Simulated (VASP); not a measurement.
Here is a VASP 6.6.1 calculation.

The input INCAR:

```
SYSTEM = CrSbC3
PREC = Accurate
ENCUT = 600
EDIFF = 1E-7
ISMEAR = 0
SIGMA = 0.1
LREAL = .FALSE.
LASPH = .TRUE.
NELM = 120
ALGO = Normal
ISIF = 3
LWAVE = .FALSE.
LCHARG = .FALSE.
GGA = PE
IBRION = 2
NSW = 100
EDIFFG = -0.01
GGA_COMPAT = .FALSE.
NELMIN = 4
```

KPOINTS

```
regular mesh
0
G
  10 10 10
  0 0 0
```

File POSCAR:

```
CrSbC3
1.0
    3.8941753228      0.0000000000      0.0000000000
    0.0000000000      3.8941753228      0.0000000000
    0.0000000000      0.0000000000      3.8941753228
Cr Sb C
1 1 3
Direct
    0.5000000000      0.5000000000      0.5000000000
    0.0000000000      0.0000000000      0.0000000000
    0.0000000000      0.5000000000      0.5000000000
    0.5000000000      0.0000000000      0.5000000000
    0.5000000000      0.5000000000      0.0000000000
```

Potentials or basis: VASP PAW PBE potentials, release 64 (Cr_pv, Sb, C).

Run with:

```console
$ cat potpaw_PBE.64/Cr_pv/POTCAR potpaw_PBE.64/Sb/POTCAR potpaw_PBE.64/C/POTCAR > POTCAR
$ mpirun -np 1 vasp_std > vasp.out
```

**Question.** Estimate the band gap on the k mesh.

**Answer.** Zero (an odd number of electrons rules out a gap without spin polarisation).

**Question.** Estimate the space group after relaxing (to 0.1 Å).

**Answer.** Pm-3m (No. 221).

**Question.** What does it give for the relaxed cell?

**Answer.** a = 3.908 Å, b = 3.908 Å, c = 3.908 Å, α = 90.00°, β = 90.00°, γ = 90.00°.

**Question.** Estimate the relaxed volume.

**Answer.** 11.93 Å³/atom.

The path:
| step | energy change (eV) | largest force (eV/Å) | pressure (GPa) | volume (Å³) |
| --- | --- | --- | --- | --- |
| 1 | 0.0000 | 0.0000 | 1.75 | 59.05 |
| 2 | -0.0014 | 0.0000 | -1.30 | 60.16 |
| 3 | -0.0034 | 0.0000 | 0.00 | 59.67 |

Caveat: spin-orbit coupling is left out, which moves the levels of the heavy elements; the run has no spin polarisation, though such a crystal can be magnetic. Spin polarisation is off, so any magnetic state and its effect on volume and gap are missing.
